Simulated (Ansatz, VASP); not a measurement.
One calculation of AgCl, two programs

```
CELL_PARAMETERS angstrom
3.43397 0.03434 0.03434
0.03434 3.43397 0.03434
0.03434 0.03434 3.43397
ATOMIC_POSITIONS crystal
Ag 0.00000 0.00000 0.00000
Cl 0.50000 0.50000 0.50000
```

Change from the starting cell: equal xy, yz and zx shear strains of +2 %.

Alike in both runs: task single point; functional PBEsol; k mesh 9 × 9 × 9; occupations fermi-dirac, width 0.01 eV; no spin polarisation.

|  | VASP | Ansatz |
| --- | --- | --- |
| version | VASP 6.6.1 | Ansatz 0.2.0 |
| potentials or method | VASP PAW PBE potentials, release 64 (Ag, Cl), cutoff 520 eV | all-electron LAPW, scalar-relativistic |

|  | VASP | Ansatz | Ansatz less VASP |
| --- | --- | --- | --- |
| gap on the k mesh at the Fermi level (eV) | 0.39 | 0.39 | +0.002 |
| pressure (GPa) | -4.7 | -4.6 | +0.10 |
| traceless stress, the component that is largest in VASP (GPa) | 0.30 | 0.30 | -0.002 |

VASP's potentials were made for PBE, not for PBEsol. Ansatz ran all-electron here, and VASP with PAW potentials.
